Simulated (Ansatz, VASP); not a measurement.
KF: VASP beside Ansatz

```
K F
1.0
     0.05347    2.70024    2.70024
     2.70024    0.05347    2.70024
     2.70024    2.70024    0.05347
K F
1 1
Cartesian
  0.0000 0.0000 0.0000
  2.7270 2.7270 2.7270
```

Change from the starting cell: equal xy, yz and zx shear strains of +2 %.

Alike in both runs: task single point; functional PBEsol; k mesh 9 × 9 × 9; occupations fermi-dirac, width 0.01 eV; no spin polarisation.

|  | VASP | Ansatz |
| --- | --- | --- |
| version | VASP 6.6.1 | Ansatz 0.2.0 |
| potentials or method | VASP PAW PBE potentials, release 64 (K_sv, F), cutoff 520 eV | all-electron LAPW, scalar-relativistic |

```csv
,VASP,Ansatz,Ansatz less VASP
gap on the k mesh at the Fermi level (eV),6.01,6.02,+0.012
pressure (GPa),-0.7,-0.7,-0.04
"traceless stress, the component that is largest in VASP (GPa)",-0.29,-0.29,-0.004
```

VASP's potentials were made for PBE, not for PBEsol. Ansatz ran all-electron here, and VASP with PAW potentials.
